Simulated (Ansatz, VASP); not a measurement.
Yb: VASP beside Ansatz

```
CELL_PARAMETERS angstrom
0.00000 2.45695 2.45695
2.45695 0.00000 2.45695
2.45695 2.45695 0.00000
ATOMIC_POSITIONS crystal
Yb 0.00000 0.00000 0.00000
```

Alike in both runs: task single point; functional LDA; k mesh 11 × 11 × 11; occupations methfessel-paxton of order 1, width 0.1 eV; no spin polarisation.

|  | VASP | Ansatz |
| --- | --- | --- |
| version | VASP 6.6.1 | Ansatz 0.2.0 |
| potentials or method | VASP PAW PBE potentials, release 64 (Yb), cutoff 520 eV | plane waves (420 eV) with PAW, scalar-relativistic |
| valence electrons in the cell | 24 | 24 |

```csv
,VASP,Ansatz,Ansatz less VASP
pressure (GPa),0.5,0.1,-0.39
```

VASP's potentials were made for PBE, not for LDA, and Ansatz warns of the same on its side. LDA's correlation is that of Perdew and Zunger in VASP and of Perdew and Wang (1992) in Ansatz.

Neither program's run includes spin-orbit coupling.
